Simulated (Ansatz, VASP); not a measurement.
## Mg: VASP beside Ansatz

File INCAR:

```
SYSTEM = Mg
PREC     = Accurate       ! precision mode
ENCUT    = 600            ! plane-wave cutoff, eV
EDIFF    = 1E-7           ! SCF threshold, eV
ISMEAR   = 0              ! smearing method
SIGMA    = 0.1            ! smearing width, eV
LREAL    = .False.        ! projectors in reciprocal space
LASPH    = .True.         ! aspherical terms in the spheres
NELM     = 80             ! most SCF steps
ALGO     = Normal         ! electronic algorithm
ISIF     = 3              ! what is computed and relaxed
LWAVE    = .False.        ! write WAVECAR
LCHARG   = .False.        ! write CHGCAR
GGA      = PE             ! functional
IBRION   = 2              ! ionic algorithm
NSW      = 100            ! ionic steps
EDIFFG   = -0.01          ! ionic threshold
```

The input KPOINTS:

```
regular mesh
0
Gamma
  21 21 18
  0 0 0
```

The input POSCAR:

```
Mg
1.0
    3.0502998005      0.0000000000      0.0000000000
   -1.5251499003      2.6416371164      0.0000000000
    0.0000000000      0.0000000000      3.0448375700
Mg
1
Direct
    0.0000000000      0.0000000000      0.0000000000
```

Input for Ansatz:

```yaml
crystal:
  lattice:
    - [3.0502998005, 0.0, 0.0]
    - [-1.5251499003, 2.6416371164, 0.0]
    - [0.0, 0.0, 3.04483757]
  atoms:
    - { symbol: Mg, position: [0.0, 0.0, 0.0] }
basis:
  ecutwfc: 420
kpoints:
  mp_grid: { grid: [21, 21, 18] }
hamiltonian:
  xc: pbe
scf:
  occupations: { method: gaussian, width: 0.1 }
output:
  forces: true
  stress: true
  eigenvalues: true
relax:
  adjacent_minimum: "off"
  f_tol: 0.01
  max_steps: 80
  cell: { stress_tol: 0.05 }
```

Alike in both runs: task relaxation of cell and atoms; functional PBE; k mesh 21 × 21 × 18; occupations gaussian, width 0.1 eV; no spin polarisation.

```csv
,VASP,Ansatz
version,VASP 6.6.1,Ansatz 0.2.0
potentials or method,"VASP PAW PBE potentials, release 64 (Mg), cutoff 600 eV","scalar-relativistic, plane waves, PAW"
valence electrons in the cell,2,10
```

```tsv
	VASP	Ansatz	Ansatz less VASP
gap on the k mesh at the Fermi level, each at its own relaxed structure (eV)	none	none	-
relaxed volume (Å³/atom)	25.53	25.58	+0.050
relaxed cell length with the largest relative difference (Å)	3.092	3.095	+0.0027
```

A gap of «none» marks a metal or a gap that the smearing closes. VASP's potentials hold 2 valence electrons a cell and Ansatz's 10, so a difference there can come from the potentials and not from the codes.
